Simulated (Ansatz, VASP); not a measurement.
Two plane-wave programs on LiPd2N3

```
Li Pd N
1.0
     3.69251    0.00000    0.00000
     0.00000    3.69251    0.00000
     0.00000    0.00000    5.18263
Li Pd N
1 2 3
Cartesian
  1.8463 1.8463 2.5913
  0.0000 0.0000 1.2842
  0.0000 0.0000 3.8984
  0.0000 1.8463 0.0000
  1.8463 0.0000 0.0000
  1.8463 1.8463 0.0000
```

Alike in both runs: functional PBE; k mesh 10 × 10 × 8; occupations gaussian, width 0.1 eV; no spin polarisation.

Ansatz relaxed the structure, and its values are those at the end. VASP's run is a single point on that final structure, the one shown.

|  | VASP | Ansatz |
| --- | --- | --- |
| version | VASP 6.6.1 | Ansatz 0.2.0 |
| potentials or method | VASP PAW PBE potentials, release 64 (Li_sv, Pd, N), cutoff 520 eV | scalar-relativistic, plane waves, PAW |
| valence electrons in the cell | 38 | 54 |

VASP gave:

* gap on the k mesh at the Fermi level (eV): none
* rms of the force components (eV/Å): 0.003

Which values does Ansatz return?

gap on the k mesh at the Fermi level (eV): none; rms of the force components (eV/Å): 0.000.

A gap of «none» marks a metal or a gap that the smearing closes. VASP's potentials hold 38 valence electrons a cell and Ansatz's 54, so a difference there can come from the potentials and not from the codes.

Noted on VASP's run: the cutoff is under 1.25 times that of the potentials, so the pressure is a little rough.
